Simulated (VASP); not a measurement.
Input of a VASP 6.6.1 run:

INCAR

```
PREC     = Accurate       # precision mode
ENCUT    = 520            # plane-wave cutoff, eV
EDIFF    = 1E-6           # SCF threshold, eV
ISMEAR   = 0              # smearing method
SIGMA    = 0.1            # smearing width, eV
LREAL    = F              # projectors in reciprocal space
LASPH    = T              # aspherical terms in the spheres
NELM     = 150            # most SCF steps
ALGO     = Normal         # electronic algorithm
ISIF     = 2              # what is computed and relaxed
LWAVE    = F              # write WAVECAR
LCHARG   = F              # write CHGCAR
ISPIN    = 2              # spin polarisation
MAGMOM   = 1 0 0          # initial moments
LORBIT   = 11             # projections on sites
LMAXMIX  = 4              # l up to which the mixer works
GGA      = PE             # functional
NBANDS   = 22             # bands
```

Contents of KPOINTS:

```
regular mesh
0
Gamma
  6 6 4
```

Contents of POSCAR:

```
TaSiF
1.0
    3.0319864380      0.0000000000      0.0000000000
    0.0000000000      3.0319864380      0.0000000000
    0.0000000000      0.0000000000      5.4389099803
Ta Si F
1 1 1
Direct
    0.0000000000      0.0000000000      0.0000000000
    0.0000000000      0.0000000000      0.5000000000
    0.5000000000      0.5000000000      0.5000000000
```

Potentials or basis: VASP PAW PBE potentials, release 64 (Ta_pv, Si, F).

Run with:

```bash
$ cat potpaw_PBE.64/Ta_pv/POTCAR potpaw_PBE.64/Si/POTCAR potpaw_PBE.64/F/POTCAR > POTCAR
$ mpirun -np 1 vasp_std > vasp.out
```

(1) Predict the band gap on the k mesh.

(2) Predict the pressure.

(3) What does it give for the net moment?

Answers

(1) zero (filled and empty bands overlap).

(2) -0.1 GPa.

(3) 0.00 μB per cell.

Caveat: spin-orbit coupling is left out, which moves the levels of the heavy elements.
